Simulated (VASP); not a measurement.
Set up this calculation in VASP 6.6.1, as the native input.

```yaml
Task: single point
Functional: PBE
Potentials_or_basis: VASP PAW PBE potentials, release 64 (Mg)
Cutoff: 520 eV
k_mesh: 4 × 4 × 4
Occupations: gaussian, width 0.1 eV
Spin: no spin polarisation
Dipole_correction: no
Further_INCAR_settings: ALGO = Normal; EDIFF = 1e-06; NBANDS = 34
```

The structure of Mg (a cell with a defect) lies in POSCAR:

```
Mg
1.0
    4.5221932693      2.2610966347      6.7832899040
    4.5221932693     -2.2610966347     -6.7832899040
   -4.5221932693      6.7832899040     -2.2610966347
Mg
19
Direct
    0.6371067817      0.9486514053      0.0996854785
    0.2457596422      0.7517135154      0.4879597727
    0.1612539218      0.4386400761      0.0993758058
    0.5928375548      0.7986673247      0.3988454037
    0.5128932272      0.5013485194      0.0003144934
    0.9390885013      0.8598730458      0.3134547145
    0.2109114191      0.5901268347      0.7865452864
    0.1010798462      0.3012856194      0.3985062762
    0.5571624762      0.6513326664      0.7011545972
   -0.0112540082      0.0113598860      0.0006242104
    0.4531814936      0.3417421167      0.3006672026
    0.9042403888      0.6982864756      0.6120402281
    0.8053393084      0.4052599902      0.1970565933
    0.0489201338      0.1487143207      0.7014937246
    0.3993733112      0.1991201716      0.5978586139
    1.0750001848      0.7250001503      1.0500001033
    0.7506265871      0.2508797020      0.5021412984
    0.3446607890      0.0447400383      0.9029434517
    0.6968185153      0.1082578675      0.7993327097
```

One way to write it, as run:

INCAR

```
SYSTEM = Mg
PREC = Accurate
ENCUT = 520
EDIFF = 1E-6
ISMEAR = 0
SIGMA = 0.1
LREAL = .FALSE.
LASPH = .TRUE.
NELM = 120
ALGO = Normal
ISIF = 2
LWAVE = .FALSE.
LCHARG = .FALSE.
GGA = PE
NBANDS = 34
GGA_COMPAT = .FALSE.
```

KPOINTS

```
regular mesh
0
G
  4 4 4
  0 0 0
```

Potentials or basis: VASP PAW PBE potentials, release 64 (Mg).

The run is started by

```console
$ cat potpaw_PBE.64/Mg/POTCAR > POTCAR
$ mpirun -np 1 vasp_std > vasp.out
```

Results of the run:

The pressure is -0.3 GPa. The largest force is 0.025 eV/Å and the band gap on the k mesh is zero (bands 19 and 20 overlap by 1.23 eV).

Run time: 8.8 min on 1 thread of Intel(R) Xeon(R) Platinum 8488C (Sapphire Rapids) (shared host), peak memory 0.81 GiB.
